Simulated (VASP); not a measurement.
PbS, 2 atoms in the cell. It takes space group P-6m2 (No. 187, hexagonal). Conventional cell: a = 4.034 Å, b = 4.034 Å, c = 3.737 Å, α = 90.00°, β = 90.00°, γ = 120.00°. Pb (site symmetry -6m2) has 6 S at 2.99 Å and 2 Pb at 3.74 Å within 3.9 Å. Within 3.9 Å of S (site symmetry -6m2) lie 6 Pb at 2.99 Å and 2 S at 3.74 Å.  This cell differs from its parent crystal: volume scaled by 0.96.

```yaml
Program: VASP 6.6.1
Task: single point
Functional: PBE
Potentials_or_basis: VASP PAW PBE potentials, release 64 (Pb_d, S)
Cutoff: 520 eV
k_mesh: 8 × 8 × 7
Occupations: fermi-dirac, width 0.05 eV
Spin: no spin polarisation
Dipole_correction: no
Further_INCAR_settings: ALGO = Normal; EDIFF = 1e-06; NBANDS = 17
```

Potentials or basis: VASP PAW PBE potentials, release 64 (Pb_d, S).

Launch:

```bash
$ cat potpaw_PBE.64/Pb_d/POTCAR potpaw_PBE.64/S/POTCAR > POTCAR
$ mpirun -np 1 vasp_std > vasp.out
```

Hardware: 1 thread of Intel(R) Xeon(R) 6975P-C (Granite Rapids), with other jobs on the host.

Question: How long does it take, and how much memory?

Answer: It took 22 s on 1 thread of Intel(R) Xeon(R) 6975P-C (Granite Rapids), on a shared host, peak memory 0.18 GiB. Counts: scf iterations 13, k points 40.
